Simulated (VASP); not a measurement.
# MoS2 (P-3m1) in VASP: a series of runs

The runs below take MoS2 through single point, with LDA.

All numbers are computed with VASP 6.6.1; they aren't measurements. Logs are shortened: lines on timing, memory, paths and dates and some standing lists are left out, and cuts for length are marked.

## 1. The cell of the first run

Symmetry: P-3m1, No. 164, trigonal system. The conventional cell has a = 3.276 Å, b = 3.276 Å, c = 6.127 Å, α = 90.00°, β = 90.00°, γ = 120.00°. Within 3.2 Å of Mo (site symmetry -3m) lie 6 S at 2.41 Å. Within 3.2 Å of S (site symmetry 3m) lie 3 Mo at 2.41 Å.

## 2. Single point, LDA

INCAR

```
PREC = Accurate ; ENCUT = 520
EDIFF = 1E-7 ; ISMEAR = 0
SIGMA = 0.15 ; LREAL = False
LASPH = True ; NELM = 100
ALGO = Normal ; ISIF = 2
LWAVE = False ; LCHARG = False
NBANDS = 20
```

KPOINTS

```
Automatic mesh
0
Gamma
  12 12 6
```

POSCAR

```
MoS2
1.0
    3.2758769750      0.0000000000      0.0000000000
   -1.6379379800      2.8369919900      0.0000000000
    0.0000000000      0.0000000000      6.1272760805
Mo S
1 2
Direct
    0.0000000000      0.0000000000      0.5000000000
    0.3333333333      0.6666666667      0.2553190000
    0.6666666667      0.3333333333      0.7446810000
```

Potentials or basis: VASP PAW LDA potentials, release 64 (Mo_sv, S).

Launch:

```console
$ cat potpaw_LDA.64/Mo_sv/POTCAR potpaw_LDA.64/S/POTCAR > POTCAR
$ mpirun -np 1 vasp_std > vasp.out
```

OUTCAR:

```text
PREC = Accurate
   ENCUT = 520
   EDIFF = 1E-7
   ISMEAR = 0
   LREAL = False
   LASPH = True
   NELM = 100
   ISIF = 2

 ion  position               nearest neighbor table
   1  0.000  0.000  0.500-   2 2.41   3 2.41   3 2.41   2 2.41   3 2.41   2 2.41
   2  0.333  0.667  0.255-   1 2.41   1 2.41   1 2.41
   3  0.667  0.333  0.745-   1 2.41   1 2.41   1 2.41

  LATTYP: Found a hexagonal cell.
 ALAT       =     3.2758769750
 C/A-ratio  =     1.8704231347

  Lattice vectors:

 A1 = (   3.2758769750,   0.0000000000,   0.0000000000)
 A2 = (  -1.6379379800,   2.8369919900,   0.0000000000)
 A3 = (   0.0000000000,   0.0000000000,   6.1272760805)

Analysis of symmetry for initial positions (statically):
=====================================================================
 Subroutine PRICEL returns:
 Original cell was already a primitive cell.

 Routine SETGRP: Setting up the symmetry group for a
 hexagonal supercell.

 Subroutine GETGRP returns: Found 12 space group operations
 (whereof 12 operations were pure point group operations)
 out of a pool of 24 trial point group operations.

The static configuration has the point symmetry D_3d.

Analysis of symmetry for dynamics (positions and initial velocities):
=====================================================================
 Subroutine PRICEL returns:
 Original cell was already a primitive cell.

 Routine SETGRP: Setting up the symmetry group for a
 hexagonal supercell.

 Subroutine GETGRP returns: Found 12 space group operations
 (whereof 12 operations were pure point group operations)
 out of a pool of 24 trial point group operations.

The dynamic configuration has the point symmetry D_3d.

 Subroutine INISYM returns: Found 12 space group operations
 (whereof 12 operations are pure point group operations),
 and found     1 'primitive' translations

----------------------------------------------------------------------------------------

                                     Primitive cell

  volume of cell :      56.9447

  direct lattice vectors                    reciprocal lattice vectors
     3.275876975  0.000000000  0.000000000     0.305261769  0.176242953  0.000000000
    -1.637937980  2.836991990  0.000000000     0.000000000  0.352486015  0.000000000
     0.000000000  0.000000000  6.127276080     0.000000000  0.000000000  0.163204658

  length of vectors
     3.275876975  3.275876124  6.127276080     0.352485923  0.352486015  0.163204658

  position of ions in fractional coordinates (direct lattice)
     0.000000000  0.000000000  0.500000000
     0.333333333  0.666666667  0.255319000
     0.666666667  0.333333333  0.744681000

  ion indices of the primitive-cell ions
   primitive index   ion index
                 1           1
                 2           2
                 3           3

----------------------------------------------------------------------------------------

 KPOINTS: Automatic mesh

Automatic generation of k-mesh.
 Grid dimensions read from file:
 generate k-points for:   12   12    6

 Generating k-lattice:

  Cartesian coordinates                     Fractional coordinates (reciprocal lattice)
     0.025438481  0.014686913  0.000000000     0.083333333  0.000000000  0.000000000
     0.000000000  0.029373835  0.000000000     0.000000000  0.083333333  0.000000000
     0.000000000  0.000000000  0.027200776     0.000000000  0.000000000  0.166666667

  Length of vectors
     0.029373827  0.029373835  0.027200776

  Shift w.r.t. Gamma in fractional coordinates (k-lattice)
     0.000000000  0.000000000  0.000000000

 Subroutine IBZKPT returns following result:
 ===========================================

 Found    100 irreducible k-points:

 Following reciprocal coordinates:
            Coordinates               Weight
  0.000000  0.000000  0.000000      1.000000
  0.083333  0.000000  0.000000      6.000000
  0.166667  0.000000  0.000000      6.000000
  0.250000  0.000000  0.000000      6.000000
  0.333333  0.000000  0.000000      6.000000
  0.416667  0.000000  0.000000      6.000000
[... 16 lines left out ...]
  0.166667  0.000000  0.166667      6.000000
  0.000000  0.166667  0.166667      6.000000
 [... further k-points ...]
   k-points           NKPTS =    100   k-points in BZ     NKDIM =    100   number of bands    NBANDS=     20
   number of dos      NEDOS =    301   number of ions     NIONS =      3
   total plane-waves  NPLWV =  27648
   dimension x,y,z NGX =    24 NGY =   24 NGZ =   48
   dimension x,y,z NGXF=    48 NGYF=   48 NGZF=   96
   ions per type =               1   2
   NGX,Y,Z   is equivalent  to a cutoff of  12.18, 12.18, 13.02 a.u.
   NGXF,Y,Z  is equivalent  to a cutoff of  24.36, 24.36, 26.05 a.u.
 SYSTEM =  unknown system
   PREC   = accura    normal or accurate (medium, high low for compatibility)
   ISTART =      0    job   : 0-new  1-cont  2-samecut
   ICHARG =      2    charge: 1-file 2-atom 10-const
   ISPIN  =      1    spin polarized calculation?
   LNONCOLLINEAR =      F non collinear calculations
   LSORBIT =      F    spin-orbit coupling
   LASPH  =      T    aspherical Exc in radial PAW
   ENCUT  =  520.0 eV  38.22 Ry    6.18 a.u.   6.09  6.09 11.39*2*pi/ulx,y,z
   NELM   =    100;   NELMIN=  2; NELMDL= -5     # of ELM steps
   EDIFF  = 0.1E-06   stopping-criterion for ELM
   LREAL  =      F    real-space projection
   EDIFFG = 0.1E-05   stopping-criterion for IOM
   NSW    =      0    number of steps for IOM
   IBRION =     -1    ionic relax: 0-MD 1-quasi-New 2-CG
   NFREE  =      0    steps in history (QN), initial steepest desc. (CG)
   ISIF   =      2    stress and relaxation
   ISYM   =      2    0-nonsym 1-usesym 2-fastsym
   POTIM  = 0.5000    time-step for ionic-motion
   TEBEG  =    0.0;   TEEND  =   0.0 temperature during run
   PSTRESS=    0.0 pullay stress
   NELECT =      26.0000    total number of electrons
   NUPDOWN=      -1.0000    fix difference up-down
   EMIN   =  10.00;   EMAX   =-10.00  energy-range for DOS
   EFERMI =   0.00;   METHOD = LEGACY
   ISMEAR =     0;   SIGMA  =   0.15  broadening in eV -4-tet -1-fermi 0-gaus
   EFERMI_NEDOS =   21; number of points for ismear=-14 and -15
   IALGO  =     38    algorithm
   IMIX   =      4    mixing-type and parameters
     AMIX     =   0.40;   BMIX     =  1.00
     AMIX_MAG =   1.60;   BMIX_MAG =  1.00
  volume/ion in A,a.u.               =      18.98       128.09
  Fermi-wavevector in a.u.,A,eV,Ry     =   1.260612  2.382212 21.621611  1.589144
  Thomas-Fermi vector in A             =   2.394113
   LORBIT       =      0    0 simple, 1 ext, 2 COOP (PROOUT), +10 PAW based schemes
   GGA     = CA    functional components
   LHFCALC =     F    Hartree Fock is set to
   AEXX    =    0.0000 exact exchange contribution
   IVDW    =     0    specifies the selected vdW correction
   LEPSILON=     F    determine dielectric tensor
   LRPA    =     F    only Hartree local field effects (RPA)
 non-spin polarized calculation
 Gauss-broadening in eV      SIGMA  =   0.15
  energy-cutoff  :      520.00
  volume of cell :       56.94
 maximum number of plane-waves:      1560
   NGX = 13   NGY = 13   NGZ = 23

 number of electron      26.0000003 magnetization

 Free energy of the ion-electron system (eV)
  ---------------------------------------------------
  ext. energy  EPLUGINS =         0.00000000
  ---------------------------------------------------
  free energy    TOTEN  =       -23.50106812 eV

  energy without entropy =      -23.48709926  energy(sigma->0) =      -23.49408369

 E-fermi :   6.7420     XC(G=0): -10.7786

 val. band max:        6.7201897527   @ k =   0.0833   0.0000   0.1667
 cond. band min:       6.7548985859   @ k =   0.3333   0.2500   0.1667
 fundamental gap:      0.0347088332
 Fermi energy:         6.7419892121

 k-point     1 :       0.0000    0.0000    0.0000
  band No.  band energies     occupation
      1     -54.6922      2.00000
      2     -28.9178      2.00000
      3     -28.9178      2.00000
      4     -28.8953      2.00000
      5      -7.9655      2.00000
      6      -6.3666      2.00000
[... 12 lines left out ...]
     19      12.7605      0.00000
     20      16.1295      0.00000

 k-point     2 :       0.0833    0.0000    0.0000
  band No.  band energies     occupation
      1     -54.6904      2.00000
      2     -28.9377      2.00000
      3     -28.9224      2.00000
      4     -28.8914      2.00000
      5      -7.8634      2.00000
      6      -6.3548      2.00000
[... 12 lines left out ...]
     19      13.1505      0.00000
     20      15.8523      0.00000

 k-point     3 :       0.1667    0.0000    0.0000
  band No.  band energies     occupation
      1     -54.6855      2.00000
      2     -28.9918      2.00000
      3     -28.9348      2.00000
      4     -28.8808      2.00000
      5      -7.5727      2.00000
      6      -6.3215      2.00000
[... 12 lines left out ...]
     19      13.9970      0.00000
     20      15.6270      0.00000

 k-point     4 :       0.2500    0.0000    0.0000
  band No.  band energies     occupation
      1     -54.6788      2.00000
      2     -29.0647      2.00000
      3     -28.9517      2.00000
      4     -28.8663      2.00000
      5      -7.1449      2.00000
      6      -6.2672      2.00000
[... 12 lines left out ...]
     19      14.4147      0.00000
     20      14.9088      0.00000

 k-point     5 :       0.3333    0.0000    0.0000
  band No.  band energies     occupation
      1     -54.6720      2.00000
      2     -29.1368      2.00000
      3     -28.9686      2.00000
      4     -28.8517      2.00000
      5      -6.7022      2.00000
      6      -6.1600      2.00000
[... 12 lines left out ...]
     19      13.6688      0.00000
     20      14.6210      0.00000

 k-point     6 :       0.4167    0.0000    0.0000
  band No.  band energies     occupation
      1     -54.6671      2.00000
      2     -29.1891      2.00000
      3     -28.9808      2.00000
      4     -28.8410      2.00000
      5      -6.4653      2.00000
      6      -5.9244      2.00000
[... 12 lines left out ...]
     19      13.4311      0.00000
     20      14.7731      0.00000

 k-point     7 :       0.5000    0.0000    0.0000
  band No.  band energies     occupation
      1     -54.6653      2.00000
      2     -29.2081      2.00000
      3     -28.9853      2.00000
      4     -28.8371      2.00000
      5      -6.4174      2.00000
      6      -5.7764      2.00000
[... 12 lines left out ...]
     19      13.5861      0.00000
     20      15.0156      0.00000
[... 277 lines left out ...]
 k-point    20 :       0.0000    0.0000    0.1667
  band No.  band energies     occupation
      1     -54.6922      2.00000
      2     -28.9178      2.00000
      3     -28.9178      2.00000
      4     -28.8953      2.00000
      5      -7.9197      2.00000
      6      -6.4500      2.00000
[... 12 lines left out ...]
     19      13.1381      0.00000
     20      16.1687      0.00000

 k-point    21 :       0.0833    0.0000    0.1667
  band No.  band energies     occupation
      1     -54.6904      2.00000
      2     -28.9377      2.00000
      3     -28.9224      2.00000
      4     -28.8914      2.00000
      5      -7.8186      2.00000
      6      -6.4332      2.00000
[... 12 lines left out ...]
     19      13.5922      0.00000
     20      15.7319      0.00000

 k-point    22 :       0.0000    0.0833    0.1667
  band No.  band energies     occupation
      1     -54.6904      2.00000
      2     -28.9377      2.00000
      3     -28.9224      2.00000
      4     -28.8914      2.00000
      5      -7.8176      2.00000
      6      -6.4352      2.00000
[... 12 lines left out ...]
     19      13.5410      0.00000
     20      15.9572      0.00000

 k-point    23 :       0.1667    0.0000    0.1667
  band No.  band energies     occupation
      1     -54.6855      2.00000
      2     -28.9918      2.00000
      3     -28.9348      2.00000
      4     -28.8808      2.00000
      5      -7.5340      2.00000
      6      -6.3811      2.00000
[... 12 lines left out ...]
     19      14.2422      0.00000
     20      15.3362      0.00000

 k-point    24 :       0.0000    0.1667    0.1667
  band No.  band energies     occupation
      1     -54.6855      2.00000
      2     -28.9918      2.00000
      3     -28.9348      2.00000
      4     -28.8808      2.00000
      5      -7.5245      2.00000
      6      -6.3977      2.00000
[... 12 lines left out ...]
     19      14.2918      0.00000
     20      15.8704      0.00000

 [... further k-points ...]
[... 5 lines left out ...]
  --------------------------------------------------------------------------------------
  -------------------------------------------------------------------------------------
  Total       -2.6071175     -2.6071162     -0.5322561     -0.0000005      0.0000000     -0.0000000
  in kB      -73.3530271    -73.3529915    -14.9753874     -0.0000131      0.0000000     -0.0000000
  external PRESSURE =     -53.8938020 kB  Pullay stress =       0.0000000 kB

 VOLUME and BASIS-vectors are now :
 -----------------------------------------------------------------------------
  energy-cutoff  :      520.00
  volume of cell :       56.94
      direct lattice vectors                 reciprocal lattice vectors
     3.275876975  0.000000000  0.000000000     0.305261769  0.176242953  0.000000000
    -1.637937980  2.836991990  0.000000000     0.000000000  0.352486015  0.000000000
     0.000000000  0.000000000  6.127276080     0.000000000  0.000000000  0.163204658

 POSITION                                       TOTAL-FORCE (eV/Angst)
 -----------------------------------------------------------------------------------
      0.00000      0.00000      3.06364         0.000000      0.000000     -0.000000
      0.00000      1.89133      1.56441        -0.000000      0.000000     -0.143497
      1.63794      0.94566      4.56287         0.000000      0.000000      0.143497
 -----------------------------------------------------------------------------------
    total drift:                                0.000000      0.000000      0.000000

  FREE ENERGIE OF THE ION-ELECTRON SYSTEM (eV)
  ---------------------------------------------------
  free  energy   TOTEN  =       -23.5010681161 eV

  energy  without entropy=      -23.4870992633  energy(sigma->0) =      -23.49408369
```

Wall time 30 s (1 thread of Intel Xeon 6975P-C (Granite Rapids), shared host); peak memory 0.22 GiB.

What came out:

- Free energy: -23.5011 eV
- Pressure: -5.4 GPa
- Largest force: 0.143 eV/Å
- Band gap on the k mesh: zero (band 13 reaches 7.11 eV, above the bottom of band 14 at 6.21 eV)

Forces on the atoms (eV/Å):
```
Mo   0.000  0.000  0.000
S    0.000  0.000 -0.143
S    0.000  0.000  0.143
```

## 3. Single point, LDA

This run uses another cell than the first one, of the same volume but with other edges.

INCAR

```
SYSTEM = MoS2
PREC     = Accurate       ! precision mode
ENCUT    = 520            ! plane-wave cutoff, eV
EDIFF    = 1E-7           ! SCF threshold, eV
ISMEAR   = 0              ! smearing method
SIGMA    = 0.15           ! smearing width, eV
LREAL    = .False.        ! projectors in reciprocal space
LASPH    = .True.         ! aspherical terms in the spheres
NELM     = 100            ! most SCF steps
ALGO     = Normal         ! electronic algorithm
ISIF     = 2              ! what is computed and relaxed
LWAVE    = .False.        ! write WAVECAR
LCHARG   = .False.        ! write CHGCAR
NBANDS   = 20             ! bands
```

KPOINTS

```
Automatic mesh
0
Gamma
  12 12 6
  0 0 0
```

POSCAR

```
MoS2
1.0
    3.3242889500      0.0000000000      0.0000000000
   -1.6621439600      2.8789179800      0.0000000000
    0.0000000000      0.0000000000      5.9501112263
Mo S
1 2
Direct
    0.0000000000      0.0000000000      0.5000000000
    0.3333333333      0.6666666667      0.2553190000
    0.6666666667      0.3333333333      0.7446810000
```

Potentials or basis: VASP PAW LDA potentials, release 64 (Mo_sv, S).

Launch:

```console
$ cat potpaw_LDA.64/Mo_sv/POTCAR potpaw_LDA.64/S/POTCAR > POTCAR
$ mpirun -np 1 vasp_std > vasp.out
```

Run time: 45 s. Hardware: 1 thread of Intel Xeon 6975P-C (Granite Rapids), shared host; peak memory 0.23 GiB.

The run converged. Its results:

- Free energy: -23.4264 eV
- Pressure: -5.2 GPa
- Largest force: 0.403 eV/Å
- Band gap on the k mesh: zero (band 13 reaches 6.87 eV, above the bottom of band 14 at 6.04 eV)

Forces on the atoms (eV/Å):
```
Mo   0.000  0.000  0.000
S    0.000  0.000 -0.403
S    0.000  0.000  0.403
```

Stress tensor (GPa, compression positive):
```
-8.01  0.00  0.00
 0.00 -8.01  0.00
 0.00  0.00  0.49
```

Levels at points of the mesh, in eV from the Fermi level:
| k point | band 11 | band 12 | band 13 | band 14 | band 15 | band 16 |
| --- | --- | --- | --- | --- | --- | --- |
| (0.00, 0.00, 0.00) | -1.05 | -1.05 | -0.55 | -0.55 | -0.52 | 3.33 |
| (0.50, 0.00, 0.00) | -3.20 | -2.01 | -1.29 | 0.59 | 1.42 | 3.80 |
| (0.00, 0.00, 0.50) | -1.06 | -1.06 | -0.65 | -0.65 | 0.50 | 3.60 |
| (0.50, 0.00, 0.50) | -2.10 | -1.79 | -1.74 | 0.59 | 1.37 | 3.41 |
